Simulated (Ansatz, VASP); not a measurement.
One calculation of ZrS, two programs

Contents of INCAR:

```
PREC = Accurate
ENCUT = 520
EDIFF = 1E-6
ISMEAR = 0
SIGMA = 0.5
LREAL = F
LASPH = T
NELM = 60
ALGO = Normal
ISIF = 2
LWAVE = F
LCHARG = F
GGA = PS
NBANDS = 16
```

File KPOINTS:

```
Automatic mesh
0
Gamma
  14 14 14
```

Contents of POSCAR:

```
ZrS
1.0
    0.0000000000      2.6250000000      2.6250000000
    2.6250000000      0.0000000000      2.6250000000
    2.6250000000      2.6250000000      0.0000000000
Zr S
1 1
Direct
    0.0000000000      0.0000000000      0.0000000000
    0.5000000000      0.5000000000      0.5000000000
```

Input for Ansatz:

```yaml
crystal:
  lattice:
    - [0.0, 2.625, 2.625]
    - [2.625, 0.0, 2.625]
    - [2.625, 2.625, 0.0]
  atoms:
    - { symbol: Zr, position: [0.0, 0.0, 0.0] }
    - { symbol: S, position: [0.5, 0.5, 0.5] }
basis:
  ecutwfc: 420
kpoints:
  mp_grid: { grid: [14, 14, 14] }
hamiltonian:
  xc: pbesol
scf:
  occupations: { method: gaussian, width: 0.5 }
output:
  forces: true
  stress: true
  eigenvalues: true
```

Alike in both runs: task single point; functional PBEsol; k mesh 14 × 14 × 14; occupations gaussian, width 0.5 eV; no spin polarisation.

|  | VASP | Ansatz |
| --- | --- | --- |
| version | VASP 6.6.1 | Ansatz 0.2.0 |
| potentials or method | VASP PAW PBE potentials, release 64 (Zr_sv, S), cutoff 520 eV | scalar-relativistic, plane waves, PAW |
| valence electrons in the cell | 18 | 18 |

Ansatz gave:

```
gap on the k mesh at the Fermi level (eV) : none
pressure (GPa)                            : -5.9
```

Problem. What did VASP give for the same quantities?

Solution. gap on the k mesh at the Fermi level (eV): none; pressure (GPa): -5.7.

VASP's potentials were made for PBE, not for PBEsol. A gap of «none» marks a metal or a gap that the smearing closes.
